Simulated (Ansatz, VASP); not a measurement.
SiC: VASP beside Ansatz

File INCAR:

```
ALGO     = Normal         # electronic algorithm
EDIFF    = 1E-6           # SCF threshold, eV
EDIFFG   = -0.008         # ionic threshold
ENCUT    = 520            # plane-wave cutoff, eV
GGA      = PE             # functional
IBRION   = 2              # ionic algorithm
ISIF     = 2              # what is computed and relaxed
ISMEAR   = 0              # smearing method
LASPH    = True           # aspherical terms in the spheres
LCHARG   = False          # write CHGCAR
LREAL    = False          # projectors in reciprocal space
LWAVE    = False          # write WAVECAR
NELM     = 100            # most SCF steps
NSW      = 60             # ionic steps
PREC     = Accurate       # precision mode
SIGMA    = 0.02           # smearing width, eV
```

The input KPOINTS:

```
k-points
0
Gamma
  12 12 6
```

The input POSCAR:

```
SiC
1.0
    3.0919365178      0.0000000000      0.0000000000
   -1.5459682589      2.6776955713      0.0000000000
    0.0000000000      0.0000000000      4.7698347516
Si C
2 2
Direct
    0.3333333333      0.6666666667      0.4969018196
    0.6666666667      0.3333333333      0.9969018196
    0.3333333333      0.6666666667      0.8780981804
    0.6666666667      0.3333333333      0.3780981804
```

Input for Ansatz:

```yaml
crystal:
  lattice:
    - [3.0919365178, 0.0, 0.0]
    - [-1.5459682589, 2.6776955713, 0.0]
    - [0.0, 0.0, 4.7698347516]
  atoms:
    - { symbol: Si, position: [0.3333333333, 0.6666666667, 0.4969018196] }
    - { symbol: Si, position: [0.6666666667, 0.3333333333, 0.9969018196] }
    - { symbol: C, position: [0.3333333333, 0.6666666667, 0.8780981804] }
    - { symbol: C, position: [0.6666666667, 0.3333333333, 0.3780981804] }
basis:
  ecutwfc: 420
kpoints:
  mp_grid: { grid: [12, 12, 6] }
hamiltonian:
  xc: pbe
scf:
  occupations: { method: gaussian, width: 0.02 }
output:
  forces: true
  stress: true
  eigenvalues: true
relax:
  adjacent_minimum: "off"
  f_tol: 0.008
  max_steps: 40
```

Change from the starting cell: strain along c alone, the other axes held, atoms relaxed: -6.0 %.

Alike in both runs: task relaxation of the atoms; functional PBE; k mesh 12 × 12 × 6; occupations gaussian, width 0.02 eV; no spin polarisation.

|  | VASP | Ansatz |
| --- | --- | --- |
| version | VASP 6.6.1 | Ansatz 0.2.0 |
| potentials or method | VASP PAW PBE potentials, release 64 (Si, C), cutoff 520 eV | scalar-relativistic, plane waves, PAW |
| valence electrons in the cell | 16 | 16 |

Ansatz gave:

```
gap on the k mesh at the Fermi level, each at its own relaxed structure (eV) : 1.98
```

**Question.** What did VASP give for the same quantities?

**Answer.** gap on the k mesh at the Fermi level, each at its own relaxed structure (eV): 1.97.

Ansatz's warnings: stress scf threshold loose.
